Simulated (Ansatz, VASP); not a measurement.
# ZnS: VASP beside Ansatz

```
Zn S
1.0
     0.00000    2.43256    2.43256
     2.43256    0.00000    2.43256
     2.43256    2.43256    0.00000
Zn S
1 1
Cartesian
  0.0000 0.0000 0.0000
  2.4326 2.4326 2.4326
```

Change from the starting cell: volume scaled by 0.94, LAPW.

Alike in both runs: task single point; functional LDA; k mesh 16 × 16 × 16; occupations fermi-dirac, width 0.08 eV; no spin polarisation.

```csv
,VASP,Ansatz
version,VASP 6.6.1,Ansatz 0.2.0
potentials or method,"VASP PAW LDA potentials, release 64 (Zn, S), cutoff 500 eV","all-electron LAPW, scalar-relativistic"
```

Ansatz gave:

- pressure (GPa): 7.7

**Question.** Which values does VASP return?

**Answer.** Pressure (GPa): 8.1.

LDA's correlation is that of Perdew and Zunger in VASP and of Perdew and Wang (1992) in Ansatz. Ansatz ran all-electron here, and VASP with PAW potentials.
